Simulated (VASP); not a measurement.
# BeSe3 (P4/nmm) in VASP: a series of runs

The runs below take BeSe3 through single point, relaxation of cell and atoms, with PBE.

Everything below comes from runs of VASP 6.6.1. Logs are shortened: lines on timing, memory, paths and dates and some standing lists are left out, and cuts for length are marked.

## 1. The cell of the first run

The structure is tetragonal, space group P4/nmm (No. 129). The conventional cell has a = 3.718 Å, b = 3.718 Å, c = 14.741 Å, α = 90.00°, β = 90.00°, γ = 90.00°. Within 3.0 Å of Be (site symmetry -4m2) lie 4 Se at 2.28 Å and 4 Be at 2.63 Å. Within 3.0 Å of Se (site symmetry 4mm) lie 4 Be at 2.28 Å. Se (site symmetry 4mm) has 5 Se at 2.63 to 3.47 Å within 3.5 Å. Within 3.5 Å of Se (site symmetry 4mm) lie 5 Se at 2.63 to 3.47 Å.

## 2. Single point, PBE

File INCAR:

```
SYSTEM = BeSe3
PREC = Accurate
ENCUT = 520
EDIFF = 1E-7
ISMEAR = 0
SIGMA = 0.2
LREAL = .False.
LASPH = .True.
NELM = 80
ALGO = Normal
ISIF = 2
LWAVE = .False.
LCHARG = .False.
GGA = PE
NBANDS = 30
```

File KPOINTS:

```
regular mesh
0
Gamma
  4 4 2
  0 0 0
```

File POSCAR:

```
BeSe3
1.0
    3.7181371229      0.0000000000      0.0000000000
    0.0000000000      3.7181371229      0.0000000000
    0.0000000000      0.0000000000     14.7410194603
Be Se
2 6
Direct
    0.5000000000      0.5000000000      0.0000000000
    0.0000000000      0.0000000000      0.0000000000
    0.5000000000      0.0000000000      0.9104431772
    0.0000000000      0.5000000000      0.0895568228
    0.0000000000      0.5000000000      0.3821915968
    0.5000000000      0.0000000000      0.3822403413
    0.5000000000      0.0000000000      0.6178084032
    0.0000000000      0.5000000000      0.6177596587
```

Potentials or basis: VASP PAW PBE potentials, release 64 (Be, Se).

On the command line:

```console
$ cat potpaw_PBE.64/Be/POTCAR potpaw_PBE.64/Se/POTCAR > POTCAR
$ mpirun -np 1 vasp_std > vasp.out
```

OUTCAR:

```text
SYSTEM = BeSe3
   PREC = Accurate
   ENCUT = 520
   EDIFF = 1E-7
   ISMEAR = 0
   LREAL = .False.
   LASPH = .True.
   NELM = 80
   ISIF = 2
   GGA = PE

 ion  position               nearest neighbor table
   1  0.500  0.500  0.000-   3 2.28   4 2.28   3 2.28   4 2.28
   2  0.000  0.000  0.000-   3 2.28   4 2.28   4 2.28   3 2.28
   3  0.500  0.000  0.910-   1 2.28   2 2.28   1 2.28   2 2.28
   4  0.000  0.500  0.090-   1 2.28   2 2.28   2 2.28   1 2.28
   5  0.000  0.500  0.382-   6 2.63   6 2.63   6 2.63   6 2.63
   6  0.500  0.000  0.382-   5 2.63   5 2.63   5 2.63   5 2.63
   7  0.500  0.000  0.618-   8 2.63   8 2.63   8 2.63   8 2.63
   8  0.000  0.500  0.618-   7 2.63   7 2.63   7 2.63   7 2.63

  LATTYP: Found a simple tetragonal cell.
 ALAT       =     3.7181371229
 C/A-ratio  =     3.9646250187

  Lattice vectors:

 A1 = (   3.7181371229,   0.0000000000,   0.0000000000)
 A2 = (   0.0000000000,   3.7181371229,   0.0000000000)
 A3 = (   0.0000000000,   0.0000000000,  14.7410194603)

Analysis of symmetry for initial positions (statically):
=====================================================================
 Subroutine PRICEL returns:
 Original cell was already a primitive cell.

 Routine SETGRP: Setting up the symmetry group for a
 simple tetragonal supercell.

 Subroutine GETGRP returns: Found 16 space group operations
 (whereof  8 operations were pure point group operations)
 out of a pool of 16 trial point group operations.

The static configuration has the point symmetry D_2d.
 The point group associated with its full space group is D_4h.

Analysis of symmetry for dynamics (positions and initial velocities):
=====================================================================
 Subroutine PRICEL returns:
 Original cell was already a primitive cell.

 Routine SETGRP: Setting up the symmetry group for a
 simple tetragonal supercell.

 Subroutine GETGRP returns: Found 16 space group operations
 (whereof  8 operations were pure point group operations)
 out of a pool of 16 trial point group operations.

The dynamic configuration has the point symmetry D_2d.
 The point group associated with its full space group is D_4h.

 Subroutine INISYM returns: Found 16 space group operations
 (whereof  8 operations are pure point group operations),
 and found     1 'primitive' translations

----------------------------------------------------------------------------------------

                                     Primitive cell

  volume of cell :     203.7879

  direct lattice vectors                    reciprocal lattice vectors
     3.718137123  0.000000000  0.000000000     0.268951888  0.000000000  0.000000000
     0.000000000  3.718137123  0.000000000     0.000000000  0.268951888  0.000000000
     0.000000000  0.000000000 14.741019460     0.000000000  0.000000000  0.067837913

  length of vectors
     3.718137123  3.718137123 14.741019460     0.268951888  0.268951888  0.067837913

  position of ions in fractional coordinates (direct lattice)
     0.500000000  0.500000000  0.000000000
     0.000000000  0.000000000  0.000000000
     0.500000000  0.000000000  0.910443177
     0.000000000  0.500000000  0.089556823
     0.000000000  0.500000000  0.382191597
     0.500000000  0.000000000  0.382240341
     0.500000000  0.000000000  0.617808403
     0.000000000  0.500000000  0.617759659

  ion indices of the primitive-cell ions
   primitive index   ion index
                 1           1
                 2           2
                 3           3
                 4           4
                 5           5
                 6           6
                 7           7
                 8           8

----------------------------------------------------------------------------------------

 KPOINTS: regular mesh

Automatic generation of k-mesh.
 Grid dimensions read from file:
 generate k-points for:    4    4    2

 Generating k-lattice:

  Cartesian coordinates                     Fractional coordinates (reciprocal lattice)
     0.067237972  0.000000000  0.000000000     0.250000000  0.000000000  0.000000000
     0.000000000  0.067237972  0.000000000     0.000000000  0.250000000  0.000000000
     0.000000000  0.000000000  0.033918957     0.000000000  0.000000000  0.500000000

  Length of vectors
     0.067237972  0.067237972  0.033918957

  Shift w.r.t. Gamma in fractional coordinates (k-lattice)
     0.000000000  0.000000000  0.000000000

 Subroutine IBZKPT returns following result:
 ===========================================

 Found     12 irreducible k-points:

 Following reciprocal coordinates:
            Coordinates               Weight
  0.000000  0.000000  0.000000      1.000000
  0.250000  0.000000  0.000000      4.000000
  0.500000  0.000000  0.000000      2.000000
  0.250000  0.250000  0.000000      4.000000
  0.500000  0.250000  0.000000      4.000000
  0.500000  0.500000  0.000000      1.000000
  0.000000  0.000000  0.500000      1.000000
  0.250000  0.000000  0.500000      4.000000
  0.500000  0.000000  0.500000      2.000000
  0.250000  0.250000  0.500000      4.000000
  0.500000  0.250000  0.500000      4.000000
  0.500000  0.500000  0.500000      1.000000
   k-points           NKPTS =     12   k-points in BZ     NKDIM =     12   number of bands    NBANDS=     30
   number of dos      NEDOS =    301   number of ions     NIONS =      8
   total plane-waves  NPLWV =  87808
   dimension x,y,z NGX =    28 NGY =   28 NGZ =  112
   dimension x,y,z NGXF=    56 NGYF=   56 NGZF=  224
   ions per type =               2   6
   NGX,Y,Z   is equivalent  to a cutoff of  12.52, 12.52, 12.63 a.u.
   NGXF,Y,Z  is equivalent  to a cutoff of  25.04, 25.04, 25.26 a.u.
 SYSTEM =  BeSe3
   PREC   = accura    normal or accurate (medium, high low for compatibility)
   ISTART =      0    job   : 0-new  1-cont  2-samecut
   ICHARG =      2    charge: 1-file 2-atom 10-const
   ISPIN  =      1    spin polarized calculation?
   LNONCOLLINEAR =      F non collinear calculations
   LSORBIT =      F    spin-orbit coupling
   LASPH  =      T    aspherical Exc in radial PAW
   ENCUT  =  520.0 eV  38.22 Ry    6.18 a.u.   6.91  6.91 27.41*2*pi/ulx,y,z
   NELM   =     80;   NELMIN=  2; NELMDL= -5     # of ELM steps
   EDIFF  = 0.1E-06   stopping-criterion for ELM
   LREAL  =      F    real-space projection
   EDIFFG = 0.1E-05   stopping-criterion for IOM
   NSW    =      0    number of steps for IOM
   IBRION =     -1    ionic relax: 0-MD 1-quasi-New 2-CG
   NFREE  =      0    steps in history (QN), initial steepest desc. (CG)
   ISIF   =      2    stress and relaxation
   ISYM   =      2    0-nonsym 1-usesym 2-fastsym
   POTIM  = 0.5000    time-step for ionic-motion
   TEBEG  =    0.0;   TEEND  =   0.0 temperature during run
   PSTRESS=    0.0 pullay stress
   NELECT =      40.0000    total number of electrons
   NUPDOWN=      -1.0000    fix difference up-down
   EMIN   =  10.00;   EMAX   =-10.00  energy-range for DOS
   EFERMI =   0.00;   METHOD = LEGACY
   ISMEAR =     0;   SIGMA  =   0.20  broadening in eV -4-tet -1-fermi 0-gaus
   EFERMI_NEDOS =   21; number of points for ismear=-14 and -15
   IALGO  =     38    algorithm
   IMIX   =      4    mixing-type and parameters
     AMIX     =   0.40;   BMIX     =  1.00
     AMIX_MAG =   1.60;   BMIX_MAG =  1.00
  volume/ion in A,a.u.               =      25.47       171.90
  Fermi-wavevector in a.u.,A,eV,Ry     =   0.951412  1.797908 12.315792  0.905185
  Thomas-Fermi vector in A             =   2.079880
   LORBIT       =      0    0 simple, 1 ext, 2 COOP (PROOUT), +10 PAW based schemes
   GGA     = PE    functional components
   LHFCALC =     F    Hartree Fock is set to
   AEXX    =    0.0000 exact exchange contribution
   IVDW    =     0    specifies the selected vdW correction
   LEPSILON=     F    determine dielectric tensor
   LRPA    =     F    only Hartree local field effects (RPA)
 non-spin polarized calculation
 Gauss-broadening in eV      SIGMA  =   0.20
  energy-cutoff  :      520.00
  volume of cell :      203.79
 maximum number of plane-waves:      5506
 NGX is ok and might be reduce to    28
   NGX = 13   NGY = 13   NGZ = 55

 number of electron      39.9999992 magnetization

 Free energy of the ion-electron system (eV)
  ---------------------------------------------------
  ext. energy  EPLUGINS =         0.00000000
  ---------------------------------------------------
  free energy    TOTEN  =       -30.64864583 eV

  energy without entropy =      -30.61169392  energy(sigma->0) =      -30.63016987

 E-fermi :   1.9144     XC(G=0):  -8.2260

 val. band max:        1.4078066732   @ k =   0.5000   0.5000   0.0000
 cond. band min:       1.9375440486   @ k =   0.2500   0.2500   0.0000
 fundamental gap:      0.5297373754
 Fermi energy:         1.9143903191

 k-point     1 :       0.0000    0.0000    0.0000
  band No.  band energies     occupation
      1     -13.8803      2.00000
      2     -13.6274      2.00000
      3     -11.8828      2.00000
      4     -10.6197      2.00000
      5      -7.6366      2.00000
      6      -7.3955      2.00000
[... 22 lines left out ...]
     29       6.0040      0.00000
     30       6.2862      0.00000

 k-point     2 :       0.2500    0.0000    0.0000
  band No.  band energies     occupation
      1     -13.3012      2.00000
      2     -13.0501      2.00000
      3     -11.5505      2.00000
      4     -10.5718      2.00000
      5      -9.2279      2.00000
      6      -8.9881      2.00000
[... 22 lines left out ...]
     29       7.6497      0.00000
     30       8.0041      0.00000

 k-point     3 :       0.5000    0.0000    0.0000
  band No.  band energies     occupation
      1     -11.6336      2.00000
      2     -11.6336      2.00000
      3     -11.3876      2.00000
      4     -11.3876      2.00000
      5     -10.8597      2.00000
      6     -10.8597      2.00000
[... 22 lines left out ...]
     29       7.6023      0.00000
     30       7.6023      0.00000

 k-point     4 :       0.2500    0.2500    0.0000
  band No.  band energies     occupation
      1     -12.7585      2.00000
      2     -12.5094      2.00000
      3     -11.2459      2.00000
      4     -10.4885      2.00000
      5      -9.6945      2.00000
      6      -9.4565      2.00000
[... 22 lines left out ...]
     29       7.9390      0.00000
     30       8.1247      0.00000

 k-point     5 :       0.5000    0.2500    0.0000
  band No.  band energies     occupation
      1     -11.2843      2.00000
      2     -11.2843      2.00000
      3     -11.0411      2.00000
      4     -11.0411      2.00000
      5     -10.6558      2.00000
      6     -10.6558      2.00000
[... 22 lines left out ...]
     29       8.1663      0.00000
     30       8.1663      0.00000

 k-point     6 :       0.5000    0.5000    0.0000
  band No.  band energies     occupation
      1     -10.8409      2.00000
      2     -10.8409      2.00000
      3     -10.6024      2.00000
      4     -10.6024      2.00000
      5     -10.4246      2.00000
      6     -10.4246      2.00000
[... 22 lines left out ...]
     29       7.8089      0.00000
     30       7.8089      0.00000

 k-point     7 :       0.0000    0.0000    0.5000
  band No.  band energies     occupation
      1     -13.8802      2.00000
      2     -13.6274      2.00000
      3     -11.8828      2.00000
      4     -10.6198      2.00000
      5      -7.6366      2.00000
      6      -7.3955      2.00000
[... 22 lines left out ...]
     29       6.0141      0.00000
     30       6.2813      0.00000

 k-point     8 :       0.2500    0.0000    0.5000
  band No.  band energies     occupation
      1     -13.3012      2.00000
      2     -13.0501      2.00000
      3     -11.5505      2.00000
      4     -10.5719      2.00000
      5      -9.2279      2.00000
      6      -8.9881      2.00000
[... 22 lines left out ...]
     29       7.7462      0.00000
     30       8.0049      0.00000

 k-point     9 :       0.5000    0.0000    0.5000
  band No.  band energies     occupation
      1     -11.6335      2.00000
      2     -11.6335      2.00000
      3     -11.3877      2.00000
      4     -11.3877      2.00000
      5     -10.8597      2.00000
      6     -10.8597      2.00000
[... 22 lines left out ...]
     29       7.6023      0.00000
     30       7.6023      0.00000

 k-point    10 :       0.2500    0.2500    0.5000
  band No.  band energies     occupation
      1     -12.7585      2.00000
      2     -12.5094      2.00000
      3     -11.2459      2.00000
      4     -10.4885      2.00000
      5      -9.6945      2.00000
      6      -9.4564      2.00000
[... 22 lines left out ...]
     29       7.8287      0.00000
     30       8.0950      0.00000

 k-point    11 :       0.5000    0.2500    0.5000
  band No.  band energies     occupation
      1     -11.2843      2.00000
      2     -11.2843      2.00000
      3     -11.0412      2.00000
      4     -11.0412      2.00000
      5     -10.6558      2.00000
      6     -10.6558      2.00000
[... 22 lines left out ...]
     29       8.1292      0.00000
     30       8.1292      0.00000

 k-point    12 :       0.5000    0.5000    0.5000
  band No.  band energies     occupation
      1     -10.8409      2.00000
      2     -10.8409      2.00000
      3     -10.6024      2.00000
      4     -10.6024      2.00000
      5     -10.4246      2.00000
      6     -10.4246      2.00000
[... 22 lines left out ...]
     29       7.8088      0.00000
     30       7.8088      0.00000

------------------------ aborting loop because EDIFF is reached ----------------------------------------

  FORCE on cell =-STRESS in cart. coord.  units (eV):
  Direction    XX          YY          ZZ          XY          YZ          ZX
  --------------------------------------------------------------------------------------
  -------------------------------------------------------------------------------------
  Total        0.0893961      0.0893961      0.2248674      0.0000000      0.0000000      0.0000000
  in kB        0.7028313      0.7028313      1.7679044      0.0000000      0.0000000      0.0000000
  external PRESSURE =       1.0578556 kB  Pullay stress =       0.0000000 kB

 VOLUME and BASIS-vectors are now :
 -----------------------------------------------------------------------------
  energy-cutoff  :      520.00
  volume of cell :      203.79
      direct lattice vectors                 reciprocal lattice vectors
     3.718137123  0.000000000  0.000000000     0.268951888  0.000000000  0.000000000
     0.000000000  3.718137123  0.000000000     0.000000000  0.268951888  0.000000000
     0.000000000  0.000000000 14.741019460     0.000000000  0.000000000  0.067837913

 POSITION                                       TOTAL-FORCE (eV/Angst)
 -----------------------------------------------------------------------------------
      1.85907      1.85907      0.00000         0.000000     -0.000000      0.000000
      0.00000      0.00000      0.00000         0.000000      0.000000      0.000000
      1.85907      0.00000     13.42086        -0.000000      0.000000     -0.024883
      0.00000      1.85907      1.32016         0.000000      0.000000      0.024883
      0.00000      1.85907      5.63389         0.000000      0.000000      0.009769
      1.85907      0.00000      5.63461         0.000000      0.000000      0.006961
      1.85907      0.00000      9.10713        -0.000000      0.000000     -0.009769
      0.00000      1.85907      9.10641         0.000000      0.000000     -0.006961
 -----------------------------------------------------------------------------------
    total drift:                                0.000000     -0.000000      0.000000

  FREE ENERGIE OF THE ION-ELECTRON SYSTEM (eV)
  ---------------------------------------------------
  free  energy   TOTEN  =       -30.6486458251 eV

  energy  without entropy=      -30.6116939183  energy(sigma->0) =      -30.63016987
```

It took 2.5 min on 1 thread of Intel Xeon 8259CL, shared host; peak memory 0.3 GiB.

What came out:

- Free energy: -30.6486 eV
- Pressure: 0.1 GPa
- Largest force: 0.025 eV/Å
- Band gap on the k mesh: zero (bands 20 and 21 overlap by 2.89 eV)

Forces in eV/Å, atoms in the order of the input:
```
Be   0.000  0.000  0.000
Be   0.000  0.000  0.000
Se   0.000  0.000 -0.025
Se   0.000  0.000  0.025
Se   0.000  0.000  0.010
Se   0.000  0.000  0.007
Se   0.000  0.000 -0.010
Se   0.000  0.000 -0.007
```

Stress tensor (GPa, compression positive):
```
0.07 0.00 0.00
0.00 0.07 0.00
0.00 0.00 0.18
```

Levels at points of the mesh, in eV from the Fermi level:
| k point | band 16 | band 17 | band 18 | band 19 | band 20 | band 21 | band 22 | band 23 |
| --- | --- | --- | --- | --- | --- | --- | --- | --- |
| (0.00, 0.00, 0.00) | -1.39 | -0.65 | -0.65 | 0.57 | 1.82 | 2.47 | 3.21 | 3.67 |
| (0.50, 0.00, 0.00) | -1.69 | -1.63 | -1.63 | -1.13 | -1.13 | -1.07 | -1.07 | -0.87 |
| (0.50, 0.50, 0.00) | -3.07 | -1.96 | -1.96 | -0.51 | -0.51 | 3.73 | 3.73 | 4.49 |
| (0.00, 0.00, 0.50) | -1.45 | -0.65 | -0.65 | 0.57 | 1.82 | 2.47 | 3.21 | 3.75 |
| (0.50, 0.00, 0.50) | -1.69 | -1.63 | -1.63 | -1.13 | -1.13 | -1.03 | -1.03 | -0.87 |
| (0.50, 0.50, 0.50) | -3.07 | -1.96 | -1.96 | -0.51 | -0.51 | 3.74 | 3.74 | 4.61 |

Caveat: the k points lie up to 0.42 Å⁻¹ apart, too coarse for converged energies and pressures of a metal; this functional lacks dispersion, which binds layers or chains, so the pressure and a relaxed spacing across them are unreliable.

## 3. Single point, PBE

This run uses another cell than the first one, of 28.66 Å³/atom.

File INCAR:

```
SYSTEM = BeSe3
PREC = Accurate ; ENCUT = 520
EDIFF = 1E-6 ; ISMEAR = 0
SIGMA = 0.1 ; LREAL = .FALSE.
LASPH = .TRUE. ; NELM = 60
ALGO = Normal ; ISIF = 2
LWAVE = .FALSE. ; LCHARG = .FALSE.
GGA = PE ; NBANDS = 30
```

File KPOINTS:

```
Automatic mesh
0
G
  8 8 2
  0 0 0
```

File POSCAR:

```
BeSe3
1.0
    3.6186433281      0.0000000000      0.0000000000
    0.0000000000      3.6186433281      0.0000000000
    0.0000000000      0.0000000000     17.5068703149
Be Se
2 6
Direct
    0.5000000000      0.5000000000      0.0000000000
    0.0000000000      0.0000000000      0.0000000000
    0.5000000000      0.0000000000      0.9225203637
    0.0000000000      0.5000000000      0.0774796363
    0.0000000000      0.5000000000      0.3438451219
    0.5000000000      0.0000000000      0.3849615671
    0.5000000000      0.0000000000      0.6561548781
    0.0000000000      0.5000000000      0.6150384329
```

Potentials or basis: VASP PAW PBE potentials, release 64 (Be, Se).

On the command line:

```console
$ cat potpaw_PBE.64/Be/POTCAR potpaw_PBE.64/Se/POTCAR > POTCAR
$ mpirun -np 1 vasp_std > vasp.out
```

Run time: 2 min. Hardware: 1 thread of Intel Xeon 6975P-C (Granite Rapids), shared host; peak memory 0.4 GiB.

It converged, with:

- Free energy: -30.6910 eV
- Pressure: 0.1 GPa
- Largest force: 0.034 eV/Å
- Band gap on the k mesh: zero (bands 20 and 21 overlap by 0.02 eV)

Forces on the atoms (eV/Å):
```
Be   0.000  0.000  0.000
Be   0.000  0.000  0.000
Se   0.000  0.000 -0.034
Se   0.000  0.000  0.034
Se   0.000  0.000 -0.003
Se   0.000  0.000  0.003
Se   0.000  0.000  0.003
Se   0.000  0.000 -0.003
```

Levels at points of the mesh, in eV from the Fermi level:
```
           k point  band 18  band 19  band 20  band 21  band 22  band 23
(0.00, 0.00, 0.00)    -0.51    -0.23     0.10     2.53     3.22     3.22
(0.50, 0.00, 0.00)    -1.25    -1.24    -1.24     0.55     0.55     0.57
(0.50, 0.50, 0.00)    -1.44    -1.22    -1.22     2.42     2.42     2.76
(0.00, 0.00, 0.50)    -0.51    -0.20     0.08     2.53     3.22     3.22
(0.50, 0.00, 0.50)    -1.25    -1.24    -1.24     0.55     0.55     0.57
(0.50, 0.50, 0.50)    -1.44    -1.22    -1.22     2.42     2.42     2.76
```

Caveat: semilocal functionals underestimate gaps, and a narrow one can read as zero; this functional lacks dispersion, which binds layers or chains, so the pressure and a relaxed spacing across them are unreliable.

(Continued in part 2 of 2.)

The gap in the log of VASP goes by the Fermi energy; the results here count the filled bands.